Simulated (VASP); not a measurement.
Write the native input for VASP 6.6.1 that does the following.

```yaml
Task: single point
Functional: PBE
Potentials_or_basis: VASP PAW PBE potentials, release 64 (Al, N)
Cutoff: 520 eV
k_mesh: 12 × 12 × 6
Occupations: gaussian, width 0.05 eV
Spin: no spin polarisation
Dipole_correction: no
Further_INCAR_settings: ALGO = Normal; EDIFF = 1e-07; NBANDS = 16
```

The structure of AlN lies in POSCAR:

```
AlN
1.0
    3.1576671839      0.0000000000      0.0000000000
   -1.5788335919      2.7346199979      0.0000000000
    0.0000000000      0.0000000000      5.1273400000
Al N
2 2
Direct
    0.3333333333      0.6666666667      0.0000000000
    0.6666666667      0.3333333333      0.5000000000
    0.3333333333      0.6666666667      0.3850000000
    0.6666666667      0.3333333333      0.8850000000
```

This cell differs from its parent crystal: strain +0.015 along x and y, +0.030 along z.

One way to write it, as run:

INCAR

```
SYSTEM = AlN
  ALGO = Normal
  EDIFF = 1E-7
  ENCUT = 520
  GGA = PE
  ISIF = 2
  ISMEAR = 0
  LASPH = .TRUE.
  LCHARG = .TRUE.
  LELF = .TRUE.
  LREAL = .FALSE.
  LVHAR = .TRUE.
  LWAVE = .FALSE.
  NBANDS = 16
  NELM = 80
  PREC = Accurate
  SIGMA = 0.05
```

KPOINTS

```
k-points
0
G
  12 12 6
  0 0 0
```

Potentials or basis: VASP PAW PBE potentials, release 64 (Al, N).

Run with:

```sh
$ cat potpaw_PBE.64/Al/POTCAR potpaw_PBE.64/N/POTCAR > POTCAR
$ mpirun -np 1 vasp_std > vasp.out
```

It gave:

```
Pressure               : -7.1 GPa
Largest force          : 0.284 eV/Å
Band gap on the k mesh : 3.68 eV, direct
```

Caveat: the cell differs from its parent crystal (strain +0.015 along x and y, +0.030 along z).

Run time: 46 s on 1 thread of Intel Xeon 8259CL (shared host), peak memory 0.18 GiB.
